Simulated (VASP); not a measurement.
Input of a VASP 6.6.1 run:

INCAR

```
PREC     = Accurate       # precision mode
ENCUT    = 520            # plane-wave cutoff, eV
EDIFF    = 1E-6           # SCF threshold, eV
ISMEAR   = 0              # smearing method
SIGMA    = 0.05           # smearing width, eV
LREAL    = False          # projectors in reciprocal space
LASPH    = True           # aspherical terms in the spheres
NELM     = 100            # most SCF steps
ALGO     = Normal         # electronic algorithm
ISIF     = 2              # what is computed and relaxed
LWAVE    = False          # write WAVECAR
LCHARG   = False          # write CHGCAR
GGA      = PE             # functional
NBANDS   = 11             # bands
```

The input KPOINTS:

```
regular mesh
0
Gamma
  12 12 12
```

The input POSCAR:

```
SiC
1.0
    0.0000000000      2.1602360282      2.1602360282
    2.1602360282      0.0000000000      2.1602360282
    2.1602360282      2.1602360282      0.0000000000
Si C
1 1
Direct
    0.0000000000      0.0000000000      0.0000000000
    0.7500000000      0.7500000000      0.7500000000
```

Potentials or basis: VASP PAW PBE potentials, release 64 (Si, C).

Run with:

```bash
$ cat potpaw_PBE.64/Si/POTCAR potpaw_PBE.64/C/POTCAR > POTCAR
$ mpirun -np 1 vasp_std > vasp.out
```

Question: Predict the band gap on the k mesh.

Answer: 1.33 eV, indirect (least direct gap 4.57 eV).

Question: What does it give for the pressure?

Answer: 9.3 GPa.

A k mesh can miss the band edges. A hybrid or GW would open this gap; PBE tends to underestimate it.
